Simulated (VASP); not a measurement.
# WSe2 in VASP: further runs

Runs on WSe2. Level: r2SCAN. Tasks: single point.

Everything below comes from runs of VASP 6.6.1. Logs are shortened: lines on timing, memory, paths and dates and some standing lists are left out, and cuts for length are marked.

### 1 The cell of the first run

The cell holds a slab with vacuum, 9 atoms: a = 3.314 Å, b = 3.314 Å, c = 29.800 Å, α = 90.00°, β = 90.00°, γ = 120.00°.

### 2 Single point, r2SCAN

Input file POSCAR:

```
WSe2
1.0
    3.3144241877      0.0000000000      0.0000000000
   -1.6572120938      2.8703755455      0.0000000000
    0.0000000000      0.0000000000     29.8000909169
W Se
3 6
Direct
    0.6666666667      0.3333333333      0.0000000000
    0.3333333333      0.6666666667      0.7699395271
    0.3333333333      0.6666666667      0.2300604729
    0.3333333333      0.6666666667      0.0557735250
    0.6666666667      0.3333333333      0.8257181836
    0.6666666667      0.3333333333      0.2857987548
    0.3333333333      0.6666666667      0.9442264750
    0.6666666667      0.3333333333      0.7142012452
    0.6666666667      0.3333333333      0.1742818164
```

Input file INCAR.step1:

```
SYSTEM = WSe2
ALGO = Normal
EDIFF = 1E-4
ENCUT = 520
GGA = PE
ISMEAR = 0
LASPH = .TRUE.
LCHARG = .FALSE.
LREAL = .FALSE.
LWAVE = .TRUE.
NBANDS = 49
NELM = 60
PREC = Accurate
SIGMA = 0.05
```

Input file INCAR.step2:

```
SYSTEM = WSe2
ALGO = Normal
EDIFF = 1E-6
ENCUT = 520
ISIF = 2
ISMEAR = 0
ISTART = 1
LASPH = .TRUE.
LCHARG = .FALSE.
LMIXTAU = .TRUE.
LREAL = .FALSE.
LWAVE = .FALSE.
METAGGA = R2SCAN
NBANDS = 49
NELM = 60
PREC = Accurate
SIGMA = 0.05
```

Input file KPOINTS:

```
k-points
0
G
  6 6 1
  0 0 0
```

Potentials or basis: VASP PAW PBE potentials, release 64 (W_sv, Se).

Launch:

```
> cat potpaw_PBE.64/W_sv/POTCAR potpaw_PBE.64/Se/POTCAR > POTCAR
> cp INCAR.step1 INCAR
> mpirun -np 1 vasp_std > vasp.out
> cp INCAR.step2 INCAR
> mpirun -np 1 vasp_std > vasp.out
```

OUTCAR:

```text
SYSTEM = WSe2
   EDIFF = 1E-6
   ENCUT = 520
   ISIF = 2
   ISMEAR = 0
   ISTART = 1
   LASPH = .TRUE.
   LREAL = .FALSE.
   METAGGA = R2SCAN
   NELM = 60
   PREC = Accurate

 ion  position               nearest neighbor table
   1  0.667  0.333  0.000-   4 2.53   7 2.53   4 2.53   7 2.53   4 2.53   7 2.53
   2  0.333  0.667  0.770-   8 2.53   8 2.53   8 2.53   5 2.53   5 2.53   5 2.53
   3  0.333  0.667  0.230-   6 2.53   6 2.53   6 2.53   9 2.53   9 2.53   9 2.53
   4  0.333  0.667  0.056-   1 2.53   1 2.53   1 2.53
   5  0.667  0.333  0.826-   2 2.53   2 2.53   2 2.53
   6  0.667  0.333  0.286-   3 2.53   3 2.53   3 2.53
   7  0.333  0.667  0.944-   1 2.53   1 2.53   1 2.53
   8  0.667  0.333  0.714-   2 2.53   2 2.53   2 2.53
   9  0.667  0.333  0.174-   3 2.53   3 2.53   3 2.53

  LATTYP: Found a hexagonal cell.
 ALAT       =     3.3144241877
 C/A-ratio  =     8.9910310900

  Lattice vectors:

 A1 = (   3.3144241877,   0.0000000000,   0.0000000000)
 A2 = (  -1.6572120938,   2.8703755455,   0.0000000000)
 A3 = (   0.0000000000,   0.0000000000,  29.8000909169)

Analysis of symmetry for initial positions (statically):
=====================================================================
 Subroutine PRICEL returns:
 Original cell was already a primitive cell.

 Routine SETGRP: Setting up the symmetry group for a
 hexagonal supercell.

 Subroutine GETGRP returns: Found 12 space group operations
 (whereof 12 operations were pure point group operations)
 out of a pool of 24 trial point group operations.

The static configuration has the point symmetry D_3h.

Analysis of symmetry for dynamics (positions and initial velocities):
=====================================================================
 Subroutine PRICEL returns:
 Original cell was already a primitive cell.

 Routine SETGRP: Setting up the symmetry group for a
 hexagonal supercell.

 Subroutine GETGRP returns: Found 12 space group operations
 (whereof 12 operations were pure point group operations)
 out of a pool of 24 trial point group operations.

The dynamic configuration has the point symmetry D_3h.

 Subroutine INISYM returns: Found 12 space group operations
 (whereof 12 operations are pure point group operations),
 and found     1 'primitive' translations

----------------------------------------------------------------------------------------

                                     Primitive cell

  volume of cell :     283.5074

  direct lattice vectors                    reciprocal lattice vectors
     3.314424188  0.000000000  0.000000000     0.301711532  0.174193234  0.000000000
    -1.657212094  2.870375545  0.000000000     0.000000000  0.348386469  0.000000000
     0.000000000  0.000000000 29.800090917     0.000000000  0.000000000  0.033556945

  length of vectors
     3.314424188  3.314424188 29.800090917     0.348386469  0.348386469  0.033556945

  position of ions in fractional coordinates (direct lattice)
     0.666666667  0.333333333  0.000000000
     0.333333333  0.666666667  0.769939527
     0.333333333  0.666666667  0.230060473
     0.333333333  0.666666667  0.055773525
     0.666666667  0.333333333  0.825718184
     0.666666667  0.333333333  0.285798755
     0.333333333  0.666666667  0.944226475
     0.666666667  0.333333333  0.714201245
     0.666666667  0.333333333  0.174281816

  ion indices of the primitive-cell ions
   primitive index   ion index
                 1           1
                 2           2
                 3           3
                 4           4
                 5           5
                 6           6
                 7           7
                 8           8
                 9           9

----------------------------------------------------------------------------------------

 KPOINTS: k-points

Automatic generation of k-mesh.
 Grid dimensions read from file:
 generate k-points for:    6    6    1

 Generating k-lattice:

  Cartesian coordinates                     Fractional coordinates (reciprocal lattice)
     0.050285255  0.029032206  0.000000000     0.166666667  0.000000000  0.000000000
     0.000000000  0.058064411  0.000000000     0.000000000  0.166666667  0.000000000
     0.000000000  0.000000000  0.033556945     0.000000000  0.000000000  1.000000000

  Length of vectors
     0.058064411  0.058064411  0.033556945

  Shift w.r.t. Gamma in fractional coordinates (k-lattice)
     0.000000000  0.000000000  0.000000000

 Subroutine IBZKPT returns following result:
 ===========================================

 Found      7 irreducible k-points:

 Following reciprocal coordinates:
            Coordinates               Weight
  0.000000  0.000000  0.000000      1.000000
  0.166667 -0.000000  0.000000      6.000000
  0.333333  0.000000  0.000000      6.000000
  0.500000  0.000000  0.000000      3.000000
  0.166667  0.166667  0.000000      6.000000
  0.333333  0.166667  0.000000     12.000000
  0.333333  0.333333  0.000000      2.000000
   k-points           NKPTS =      7   k-points in BZ     NKDIM =      7   number of bands    NBANDS=     49
   number of dos      NEDOS =    301   number of ions     NIONS =      9
   total plane-waves  NPLWV = 175616
   dimension x,y,z NGX =    28 NGY =   28 NGZ =  224
   dimension x,y,z NGXF=    56 NGYF=   56 NGZF=  448
   ions per type =               3   6
   NGX,Y,Z   is equivalent  to a cutoff of  14.04, 14.04, 12.50 a.u.
   NGXF,Y,Z  is equivalent  to a cutoff of  28.09, 28.09, 24.99 a.u.
 SYSTEM =  WSe2
   PREC   = accura    normal or accurate (medium, high low for compatibility)
   ISTART =      1    job   : 0-new  1-cont  2-samecut
   ICHARG =      0    charge: 1-file 2-atom 10-const
   ISPIN  =      1    spin polarized calculation?
   LNONCOLLINEAR =      F non collinear calculations
   LSORBIT =      F    spin-orbit coupling
   LASPH  =      T    aspherical Exc in radial PAW
   ENCUT  =  520.0 eV  38.22 Ry    6.18 a.u.   6.16  6.16 55.41*2*pi/ulx,y,z
   NELM   =     60;   NELMIN=  2; NELMDL=  0     # of ELM steps
   EDIFF  = 0.1E-05   stopping-criterion for ELM
   LREAL  =      F    real-space projection
   EDIFFG = 0.1E-04   stopping-criterion for IOM
   NSW    =      0    number of steps for IOM
   IBRION =     -1    ionic relax: 0-MD 1-quasi-New 2-CG
   NFREE  =      0    steps in history (QN), initial steepest desc. (CG)
   ISIF   =      2    stress and relaxation
   ISYM   =      2    0-nonsym 1-usesym 2-fastsym
   POTIM  = 0.5000    time-step for ionic-motion
   TEBEG  =    0.0;   TEEND  =   0.0 temperature during run
   PSTRESS=    0.0 pullay stress
   NELECT =      78.0000    total number of electrons
   NUPDOWN=      -1.0000    fix difference up-down
   EMIN   =  10.00;   EMAX   =-10.00  energy-range for DOS
   EFERMI =   0.00;   METHOD = LEGACY
   ISMEAR =     0;   SIGMA  =   0.05  broadening in eV -4-tet -1-fermi 0-gaus
   EFERMI_NEDOS =   21; number of points for ismear=-14 and -15
   IALGO  =     38    algorithm
   IMIX   =      4    mixing-type and parameters
     AMIX     =   0.40;   BMIX     =  1.00
     AMIX_MAG =   1.60;   BMIX_MAG =  1.00
  volume/ion in A,a.u.               =      31.50       212.58
  Fermi-wavevector in a.u.,A,eV,Ry     =   1.064760  2.012104 15.425102  1.133713
  Thomas-Fermi vector in A             =   2.200289
   LORBIT       =      0    0 simple, 1 ext, 2 COOP (PROOUT), +10 PAW based schemes
   METAGGA = R2SCAN    functional components
   LHFCALC =     F    Hartree Fock is set to
   AEXX    =    0.0000 exact exchange contribution
   IVDW    =     0    specifies the selected vdW correction
   LEPSILON=     F    determine dielectric tensor
   LRPA    =     F    only Hartree local field effects (RPA)
 non-spin polarized calculation
 Gauss-broadening in eV      SIGMA  =   0.05
  energy-cutoff  :      520.00
  volume of cell :      283.51
 maximum number of plane-waves:      7692
 NGX is ok and might be reduce to    28
   NGX = 13   NGY = 13   NGZ =111

 number of electron      77.9999987 magnetization

 Free energy of the ion-electron system (eV)
  ---------------------------------------------------
  ext. energy  EPLUGINS =         0.00000000
  ---------------------------------------------------
  free energy    TOTEN  =      -245.33810968 eV

  energy without entropy =     -245.33810968  energy(sigma->0) =     -245.33810968

 E-fermi :   2.3750     XC(G=0):  -7.7064

 val. band max:        1.9351528031   @ k =   0.0000   0.0000   0.0000
 cond. band min:       3.4428167005   @ k =   0.3333   0.3333   0.0000
 fundamental gap:      1.5076638974
 Fermi energy:         2.3749625253

 k-point     1 :       0.0000    0.0000    0.0000
  band No.  band energies     occupation
      1     -74.2038      2.00000
      2     -74.2025      2.00000
      3     -74.2025      2.00000
      4     -37.7851      2.00000
      5     -37.7834      2.00000
      6     -37.7834      2.00000
[... 41 lines left out ...]
     48       5.0721      0.00000
     49       5.0812      0.00000

 k-point     2 :       0.1667   -0.0000    0.0000
  band No.  band energies     occupation
      1     -74.2011      2.00000
      2     -74.1998      2.00000
      3     -74.1998      2.00000
      4     -37.7736      2.00000
      5     -37.7720      2.00000
      6     -37.7720      2.00000
[... 41 lines left out ...]
     48       4.7221      0.00000
     49       5.4893      0.00000

 k-point     3 :       0.3333    0.0000    0.0000
  band No.  band energies     occupation
      1     -74.1958      2.00000
      2     -74.1945      2.00000
      3     -74.1945      2.00000
      4     -37.8517      2.00000
      5     -37.8506      2.00000
      6     -37.8506      2.00000
[... 197 lines left out ...]
     48       5.4933      0.00000
     49       6.2320      0.00000

 k-point     7 :       0.3333    0.3333    0.0000
  band No.  band energies     occupation
      1     -74.1918      2.00000
      2     -74.1905      2.00000
      3     -74.1905      2.00000
      4     -37.8510      2.00000
      5     -37.8500      2.00000
      6     -37.8500      2.00000
[... 41 lines left out ...]
     48       5.5025      0.00000
     49       6.9070      0.00000

------------------------ aborting loop because EDIFF is reached ----------------------------------------

  FORCE on cell =-STRESS in cart. coord.  units (eV):
  Direction    XX          YY          ZZ          XY          YZ          ZX
  --------------------------------------------------------------------------------------
  -------------------------------------------------------------------------------------
  Total        0.3828042      0.3828042      0.4074180      0.0000000      0.0000000     -0.0000000
  in kB        2.1633306      2.1633306      2.3024298      0.0000000      0.0000000     -0.0000000
  external PRESSURE =       2.2096970 kB  Pullay stress =       0.0000000 kB

 VOLUME and BASIS-vectors are now :
 -----------------------------------------------------------------------------
  energy-cutoff  :      520.00
  volume of cell :      283.51
      direct lattice vectors                 reciprocal lattice vectors
     3.314424188  0.000000000  0.000000000     0.301711532  0.174193234  0.000000000
    -1.657212094  2.870375545  0.000000000     0.000000000  0.348386469  0.000000000
     0.000000000  0.000000000 29.800090917     0.000000000  0.000000000  0.033556945

 POSITION                                       TOTAL-FORCE (eV/Angst)
 -----------------------------------------------------------------------------------
      1.65721      0.95679      0.00000         0.000000      0.000000      0.000000
     -0.00000      1.91358     22.94427         0.000000      0.000000     -0.000341
     -0.00000      1.91358      6.85582        -0.000000      0.000000      0.000341
     -0.00000      1.91358      1.66206         0.000000      0.000000      0.044945
      1.65721      0.95679     24.60648        -0.000000     -0.000000      0.044878
      1.65721      0.95679      8.51683         0.000000      0.000000      0.044686
     -0.00000      1.91358     28.13803         0.000000      0.000000     -0.044945
      1.65721      0.95679     21.28326         0.000000      0.000000     -0.044686
      1.65721      0.95679      5.19361        -0.000000     -0.000000     -0.044878
 -----------------------------------------------------------------------------------
    total drift:                                0.000000     -0.000000     -0.000000

  FREE ENERGIE OF THE ION-ELECTRON SYSTEM (eV)
  ---------------------------------------------------
  free  energy   TOTEN  =      -245.3381096751 eV

  energy  without entropy=     -245.3381096751  energy(sigma->0) =     -245.33810968
```

It took 4.9 min on 1 thread of Intel Xeon 6975P-C (Granite Rapids), shared host; peak memory 0.49 GiB.

Results:

- Free energy: -245.3381 eV
- Largest force: 0.045 eV/Å
- Band gap on the k mesh: 1.51 eV (least direct gap 1.60 eV)

Forces on the atoms (eV/Å):
```
W    0.000  0.000  0.000
W    0.000  0.000  0.000
W    0.000  0.000  0.000
Se   0.000  0.000  0.045
Se   0.000  0.000  0.045
Se   0.000  0.000  0.045
Se   0.000  0.000 -0.045
Se   0.000  0.000 -0.045
Se   0.000  0.000 -0.045
```

Caveat: there is no dipole correction, which matters where the two faces differ; the PAW data sets were made with another functional, which shifts forces and pressure a little; spin-orbit coupling is left out, which moves the levels of the heavy elements.

### 3 Single point, r2SCAN

POSCAR is that of step 2.

Input file INCAR.step1:

```
ALGO = Normal
EDIFF = 1E-4
ENCUT = 520
GGA = PE
ISMEAR = 0
LASPH = T
LCHARG = F
LREAL = F
LWAVE = T
NBANDS = 49
NELM = 60
PREC = Accurate
SIGMA = 0.02
```

Input file INCAR.step2:

```
ALGO = Normal
EDIFF = 1E-6
ENCUT = 520
ISIF = 2
ISMEAR = 0
ISTART = 1
LASPH = T
LCHARG = T
LELF = T
LMIXTAU = T
LREAL = F
LVHAR = T
LWAVE = F
METAGGA = R2SCAN
NBANDS = 49
NELM = 60
PREC = Accurate
SIGMA = 0.02
```

Input file KPOINTS:

```
k-points
0
Gamma
  12 12 1
```

Potentials or basis: VASP PAW PBE potentials, release 64 (W_sv, Se).

Launch:

```
> cat potpaw_PBE.64/W_sv/POTCAR potpaw_PBE.64/Se/POTCAR > POTCAR
> cp INCAR.step1 INCAR
> mpirun -np 1 vasp_std > vasp.out
> cp INCAR.step2 INCAR
> mpirun -np 1 vasp_std > vasp.out
```

Wall time 14 min (1 thread of Intel Xeon 6975P-C (Granite Rapids), shared host); peak memory 0.57 GiB.

Results (log left out):

| Quantity | Value |
| --- | --- |
| Free energy | -245.3446 eV |
| Largest force | 0.041 eV/Å |
| Band gap on the k mesh | 1.51 eV (least direct gap 1.60 eV) |

Forces on the atoms (eV/Å):
```
W    0.000  0.000  0.000
W    0.000  0.000 -0.001
W    0.000  0.000  0.001
Se   0.000  0.000  0.041
Se   0.000  0.000  0.040
Se   0.000  0.000  0.041
Se   0.000  0.000 -0.041
Se   0.000  0.000 -0.041
Se   0.000  0.000 -0.040
```

Levels at points of the mesh, in eV from the valence-band top:
```tsv
k point	band 36	band 37	band 38	band 39	band 40	band 41	band 42	band 43
(0.00, 0.00, 0.00)	-1.51	-0.61	-0.26	0.00	2.94	2.94	2.95	2.95
(0.50, 0.00, 0.00)	-1.20	-1.20	-1.17	-1.14	2.36	2.37	2.37	2.69
```

Caveat: there is no dipole correction, which matters where the two faces differ; the PAW data sets were made with another functional, which shifts forces and pressure a little; spin-orbit coupling is left out, which moves the levels of the heavy elements.
